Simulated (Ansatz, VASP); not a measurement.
Cd: VASP beside Ansatz

Contents of INCAR:

```
SYSTEM = Cd
  PREC = Accurate
  ENCUT = 630
  EDIFF = 1E-6
  ISMEAR = -1
  SIGMA = 1.0
  LREAL = .FALSE.
  LASPH = .TRUE.
  NELM = 120
  ALGO = Normal
  ISIF = 2
  LWAVE = .FALSE.
  LCHARG = .FALSE.
  GGA = CA
  NBANDS = 27
  GGA_COMPAT = .FALSE.
```

File KPOINTS:

```
Automatic mesh
0
G
  13 13 6
  0 0 0
```

Contents of POSCAR:

```
Cd
1.0
    2.8818641727      0.0000000000      0.0000000000
   -1.4409320863      2.4957675838      0.0000000000
    0.0000000000      0.0000000000      5.6383707528
Cd
2
Direct
    0.3333333333      0.6666666667      0.2500000000
    0.6666666667      0.3333333333      0.7500000000
```

Input for Ansatz:

```yaml
crystal:
  lattice:
    - [2.8818641727, 0.0, 0.0]
    - [-1.4409320863, 2.4957675838, 0.0]
    - [0.0, 0.0, 5.6383707528]
  atoms:
    - { symbol: Cd, position: [0.3333333333, 0.6666666667, 0.25] }
    - { symbol: Cd, position: [0.6666666667, 0.3333333333, 0.75] }
hamiltonian:
  xc: lda
  pseudopotentials:
    kind: paw
    azcp:
      Cd: "pseudopotentials/Cd.paw.azcp"
basis:
  ecutwfc: 420
  fft_grid_basis: typed
kpoints:
  mp_grid: { grid: [13, 13, 6], shift: [0, 0, 0] }
magnetization:
  spin_polarized: false
scf:
  occupations: { method: fermi_dirac, width: 1.0 }
  lower_state_search: "off"
output:
  stress: true
```

Alike in both runs: task single point; functional LDA; k mesh 13 × 13 × 6; occupations fermi-dirac, width 1 eV; no spin polarisation.

|  | VASP | Ansatz |
| --- | --- | --- |
| version | VASP 6.6.1 | Ansatz 0.2.0 |
| potentials or method | VASP PAW LDA potentials, release 64 (Cd_sv_GW), cutoff 630 eV | plane waves (420 eV) with PAW, scalar-relativistic |
| valence electrons in the cell | 40 | 40 |

```tsv
	VASP	Ansatz	Ansatz less VASP
pressure (GPa)	4.3	4.4	+0.07
traceless stress, the component that is largest in VASP (GPa)	-3.10	-2.97	+0.124
```

Ansatz warns that its potentials were made for another functional, while VASP's fit it. LDA's correlation is that of Perdew and Zunger in VASP and of Perdew and Wang (1992) in Ansatz.
